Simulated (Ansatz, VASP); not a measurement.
## Os in VASP and in Ansatz

```
CELL_PARAMETERS angstrom
2.71752 0.00000 0.00000
-1.35876 2.35345 0.00000
0.00000 0.00000 4.28446
ATOMIC_POSITIONS crystal
Os 0.33333 0.66667 0.25000
Os 0.66667 0.33333 0.75000
```

Alike in both runs: task single point; functional LDA; k mesh 13 × 13 × 8; occupations fermi-dirac, width 0.1 eV; no spin polarisation.

```csv
,VASP,Ansatz
version,VASP 6.6.1,Ansatz 0.2.0
potentials or method,"VASP PAW LDA potentials, release 64 (Os_sv_GW), cutoff 500 eV","plane waves (420 eV) with PAW, scalar-relativistic"
valence electrons in the cell,32,32
```

VASP gave:

| Quantity | Value |
| --- | --- |
| pressure (GPa) | -0.6 |
| traceless stress, the component that is largest in VASP (GPa) | -0.34 |

Q: What did Ansatz give for the same quantities?

A: Pressure (GPa): 0.1; traceless stress, the component that is largest in VASP (GPa): -0.50.

Ansatz warns that its potentials were made for another functional, while VASP's fit it. LDA's correlation is that of Perdew and Zunger in VASP and of Perdew and Wang (1992) in Ansatz.

Spin-orbit coupling is off throughout.
